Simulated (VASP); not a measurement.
# H2 in VASP: single point with PBE+D3(BJ)

Aim: the single point of H2 with PBE+D3(BJ).

Program: VASP 6.6.1. These are calculated values, not measurements. Logs are shortened: lines on timing, memory, paths and dates and some standing lists are left out, and cuts for length are marked.

### 1 The cell of the first run

The cell holds a molecule in a box, 2 atoms: a = 5.909 Å, b = 6.517 Å, c = 24.114 Å, α = 90.00°, β = 90.00°, γ = 90.00°.

### 2 Single point, PBE+D3(BJ)

File INCAR:

```
  PREC = Accurate
  ENCUT = 520
  EDIFF = 1E-6
  ISMEAR = 0
  SIGMA = 0.05
  LREAL = F
  LASPH = T
  NELM = 60
  ALGO = Normal
  ISIF = 2
  LWAVE = F
  LCHARG = F
  LDIPOL = T
  IDIPOL = 3
  DIPOL = 0.5 0.5 0.682
  GGA = PE
  IVDW = 12
  NBANDS = 8
```

File KPOINTS:

```
regular mesh
0
Gamma
  3 3 1
```

File POSCAR:

```
H
1.0
    5.9085268334      0.0000000000      0.0000000000
    0.0000000000      6.5169368715      0.0000000000
    0.0000000000      0.0000000000     24.1141649889
H
2
Direct
    0.3043698533      0.4509932953      0.6965666051
    0.3519130756      0.4635695000      0.6678302225
```

Potentials or basis: VASP PAW PBE potentials, release 64 (H).

The run is started by

```console
$ cat potpaw_PBE.64/H/POTCAR > POTCAR
$ mpirun -np 1 vasp_std > vasp.out
```

OUTCAR:

```text
PREC = Accurate
   ENCUT = 520
   EDIFF = 1E-6
   ISMEAR = 0
   LREAL = F
   LASPH = T
   NELM = 60
   ISIF = 2
   GGA = PE
   IVDW = 12
 IVDW          = 12

 ion  position               nearest neighbor table
   1  0.304  0.451  0.697-   2 0.75
   2  0.352  0.464  0.668-   1 0.75

  LATTYP: Found a simple orthorhombic cell.
 ALAT       =     5.9085268334
 B/A-ratio  =     1.1029715283
 C/A-ratio  =     4.0812482822

  Lattice vectors:

 A1 = (   5.9085268334,   0.0000000000,   0.0000000000)
 A2 = (   0.0000000000,   6.5169368715,   0.0000000000)
 A3 = (   0.0000000000,   0.0000000000,  24.1141649889)

Analysis of symmetry for initial positions (statically):
=====================================================================
 Subroutine PRICEL returns:
 Original cell was already a primitive cell.

 Routine SETGRP: Setting up the symmetry group for a
 simple orthorhombic supercell.

 Subroutine GETGRP returns: Found  2 space group operations
 (whereof  1 operations were pure point group operations)
 out of a pool of  8 trial point group operations.

The static configuration has the point symmetry C_1 .
 The point group associated with its full space group is S_2 .

Analysis of symmetry for dynamics (positions and initial velocities):
=====================================================================
 Subroutine PRICEL returns:
 Original cell was already a primitive cell.

 Routine SETGRP: Setting up the symmetry group for a
 simple orthorhombic supercell.

 Subroutine GETGRP returns: Found  2 space group operations
 (whereof  1 operations were pure point group operations)
 out of a pool of  8 trial point group operations.

The dynamic configuration has the point symmetry C_1 .
 The point group associated with its full space group is S_2 .

 Subroutine INISYM returns: Found  2 space group operations
 (whereof  1 operations are pure point group operations),
 and found     1 'primitive' translations

----------------------------------------------------------------------------------------

                                     Primitive cell

  volume of cell :     928.5279

  direct lattice vectors                    reciprocal lattice vectors
     5.908526833  0.000000000  0.000000000     0.169246925  0.000000000  0.000000000
     0.000000000  6.516936871  0.000000000     0.000000000  0.153446323  0.000000000
     0.000000000  0.000000000 24.114164989     0.000000000  0.000000000  0.041469402

  length of vectors
     5.908526833  6.516936871 24.114164989     0.169246925  0.153446323  0.041469402

  position of ions in fractional coordinates (direct lattice)
     0.304369853  0.450993295  0.696566605
     0.351913076  0.463569500  0.667830223

  ion indices of the primitive-cell ions
   primitive index   ion index
                 1           1
                 2           2

----------------------------------------------------------------------------------------

 KPOINTS: regular mesh

Automatic generation of k-mesh.
 Grid dimensions read from file:
 generate k-points for:    3    3    1

 Generating k-lattice:

  Cartesian coordinates                     Fractional coordinates (reciprocal lattice)
     0.056415642  0.000000000  0.000000000     0.333333333  0.000000000  0.000000000
     0.000000000  0.051148774  0.000000000     0.000000000  0.333333333  0.000000000
     0.000000000  0.000000000  0.041469402     0.000000000  0.000000000  1.000000000

  Length of vectors
     0.056415642  0.051148774  0.041469402

  Shift w.r.t. Gamma in fractional coordinates (k-lattice)
     0.000000000  0.000000000  0.000000000

 Subroutine IBZKPT returns following result:
 ===========================================

 Found      5 irreducible k-points:

 Following reciprocal coordinates:
            Coordinates               Weight
  0.000000  0.000000  0.000000      1.000000
  0.333333  0.000000  0.000000      2.000000
  0.000000  0.333333  0.000000      2.000000
  0.333333  0.333333  0.000000      2.000000
  0.333333 -0.333333  0.000000      2.000000
   k-points           NKPTS =      5   k-points in BZ     NKDIM =      5   number of bands    NBANDS=      8
   number of dos      NEDOS =    301   number of ions     NIONS =      2
   total plane-waves  NPLWV = 414720
   dimension x,y,z NGX =    48 NGY =   48 NGZ =  180
   dimension x,y,z NGXF=    96 NGYF=   96 NGZF=  360
   ions per type =               2
   NGX,Y,Z   is equivalent  to a cutoff of  13.51, 12.24, 12.41 a.u.
   NGXF,Y,Z  is equivalent  to a cutoff of  27.01, 24.49, 24.82 a.u.
 SYSTEM =  unknown system
   PREC   = accura    normal or accurate (medium, high low for compatibility)
   ISTART =      0    job   : 0-new  1-cont  2-samecut
   ICHARG =      2    charge: 1-file 2-atom 10-const
   ISPIN  =      1    spin polarized calculation?
   LNONCOLLINEAR =      F non collinear calculations
   LSORBIT =      F    spin-orbit coupling
   LASPH  =      T    aspherical Exc in radial PAW
   ENCUT  =  520.0 eV  38.22 Ry    6.18 a.u.  10.99 12.12 44.84*2*pi/ulx,y,z
   NELM   =     60;   NELMIN=  2; NELMDL= -5     # of ELM steps
   EDIFF  = 0.1E-05   stopping-criterion for ELM
   LREAL  =      F    real-space projection
   EDIFFG = 0.1E-04   stopping-criterion for IOM
   NSW    =      0    number of steps for IOM
   IBRION =     -1    ionic relax: 0-MD 1-quasi-New 2-CG
   NFREE  =      0    steps in history (QN), initial steepest desc. (CG)
   ISIF   =      2    stress and relaxation
   ISYM   =      2    0-nonsym 1-usesym 2-fastsym
   POTIM  = 0.5000    time-step for ionic-motion
   TEBEG  =    0.0;   TEEND  =   0.0 temperature during run
   PSTRESS=    0.0 pullay stress
   NELECT =       2.0000    total number of electrons
   NUPDOWN=      -1.0000    fix difference up-down
   EMIN   =  10.00;   EMAX   =-10.00  energy-range for DOS
   EFERMI =   0.00;   METHOD = LEGACY
   ISMEAR =     0;   SIGMA  =   0.05  broadening in eV -4-tet -1-fermi 0-gaus
   EFERMI_NEDOS =   21; number of points for ismear=-14 and -15
   IALGO  =     38    algorithm
   IMIX   =      4    mixing-type and parameters
     AMIX     =   0.40;   BMIX     =  1.00
     AMIX_MAG =   1.60;   BMIX_MAG =  1.00
  volume/ion in A,a.u.               =     464.26      3133.01
  Fermi-wavevector in a.u.,A,eV,Ry     =   0.211423  0.399532  0.608179  0.044700
  Thomas-Fermi vector in A             =   0.980461
   LORBIT       =      0    0 simple, 1 ext, 2 COOP (PROOUT), +10 PAW based schemes
   GGA     = PE    functional components
   LHFCALC =     F    Hartree Fock is set to
   AEXX    =    0.0000 exact exchange contribution
   IVDW    =    12    specifies the selected vdW correction
   LEPSILON=     F    determine dielectric tensor
   LRPA    =     F    only Hartree local field effects (RPA)
 non-spin polarized calculation
 Gauss-broadening in eV      SIGMA  =   0.05
  energy-cutoff  :      520.00
  volume of cell :      928.53
 maximum number of plane-waves:     25061
 NGX is ok and might be reduce to    48
   NGX = 21   NGY = 25   NGZ = 89

 dipolmoment           0.000000      0.000000     -0.000014 electrons x Angstroem

 number of electron       2.0000001 magnetization

 dipolmoment           0.000000      0.000000      0.000002 electrons x Angstroem

 Free energy of the ion-electron system (eV)
  ---------------------------------------------------
  ext. energy  EPLUGINS =         0.00000000
  ---------------------------------------------------
  free energy    TOTEN  =        -6.77234514 eV

  energy without entropy =       -6.77234514  energy(sigma->0) =       -6.77234514

 E-fermi : -10.0303     XC(G=0):  -0.3842

 val. band max:      -10.2720251111   @ k =   0.3333  -0.3333   0.0000
 cond. band min:      -0.2407571984   @ k =   0.0000   0.0000   0.0000
 fundamental gap:     10.0312679127
 Fermi energy:       -10.0303492114

 k-point     1 :       0.0000    0.0000    0.0000
  band No.  band energies     occupation
      1     -10.2768      2.00000
      2      -0.2408      0.00000
      3      -0.1207      0.00000
      4       0.1387      0.00000
      5       0.5331      0.00000
      6       0.9474      0.00000
      7       1.5678      0.00000
      8       2.1823      0.00000

 k-point     2 :       0.3333    0.0000    0.0000
  band No.  band energies     occupation
      1     -10.2731      2.00000
      2       0.0145      0.00000
      3       0.2971      0.00000
      4       0.5863      0.00000
      5       0.9270      0.00000
      6       1.1684      0.00000
      7       1.5157      0.00000
      8       1.7926      0.00000

 k-point     3 :       0.0000    0.3333    0.0000
  band No.  band energies     occupation
      1     -10.2756      2.00000
      2       0.0244      0.00000
      3       0.1791      0.00000
      4       0.5052      0.00000
      5       0.8467      0.00000
      6       0.9745      0.00000
      7       1.3690      0.00000
      8       1.5733      0.00000

 k-point     4 :       0.3333    0.3333    0.0000
  band No.  band energies     occupation
      1     -10.2720      2.00000
      2       0.2586      0.00000
      3       0.5848      0.00000
      4       0.9718      0.00000
      5       1.0643      0.00000
      6       1.2850      0.00000
      7       1.6329      0.00000
      8       1.9929      0.00000

 k-point     5 :       0.3333   -0.3333    0.0000
  band No.  band energies     occupation
      1     -10.2720      2.00000
      2       0.3115      0.00000
      3       0.5157      0.00000
      4       0.9724      0.00000
      5       1.0338      0.00000
      6       1.3170      0.00000
      7       1.6384      0.00000
      8       1.9899      0.00000

------------------------ aborting loop because EDIFF is reached ----------------------------------------

 vacuum level on the upper side and lower side of the slab       (xc-potential included)        -0.005        -0.005

 Edisp (eV)   -0.00284

 E8    (eV) :    -0.0006

  FORCE on cell =-STRESS in cart. coord.  units (eV):
  Direction    XX          YY          ZZ          XY          YZ          ZX
  --------------------------------------------------------------------------------------
  -------------------------------------------------------------------------------------
  Total      -0.03809    -0.02872    -0.08241    -0.00257     0.00642     0.02196
  in kB      -0.06573    -0.04955    -0.14220    -0.00444     0.01108     0.03789
  external pressure =       -0.09 kB  Pullay stress =        0.00 kB

 VOLUME and BASIS-vectors are now :
 -----------------------------------------------------------------------------
  energy-cutoff  :      520.00
  volume of cell :      928.53
      direct lattice vectors                 reciprocal lattice vectors
     5.908526833  0.000000000  0.000000000     0.169246925  0.000000000  0.000000000
     0.000000000  6.516936871  0.000000000     0.000000000  0.153446323  0.000000000
     0.000000000  0.000000000 24.114164989     0.000000000  0.000000000  0.041469402

 POSITION                                       TOTAL-FORCE (eV/Angst)
 -----------------------------------------------------------------------------------
      1.79838      2.93909     16.79712         0.027984      0.008268     -0.070723
      2.07929      3.02105     16.10417        -0.027984     -0.008268      0.070723
 -----------------------------------------------------------------------------------
    total drift:                                0.000000     -0.000002     -0.000001

  FREE ENERGIE OF THE ION-ELECTRON SYSTEM (eV)
  ---------------------------------------------------
  free  energy   TOTEN  =        -6.7751879432 eV

  energy  without entropy=       -6.7751879432  energy(sigma->0) =       -6.77518794

 vacuum level on the upper side and lower side of the slab         0.023         0.023
```

It took 45 s on 1 thread of AMD EPYC 9R45 (Zen 5), shared host; peak memory 0.71 GiB.

Results:

- Free energy: -6.7752 eV
- Largest force: 0.077 eV/Å
- Gap between the frontier levels: 10.03 eV
- Dispersion energy per atom: -0.001 eV

Forces on the atoms (eV/Å):
```
H    0.028  0.008 -0.071
H   -0.028 -0.008  0.071
```
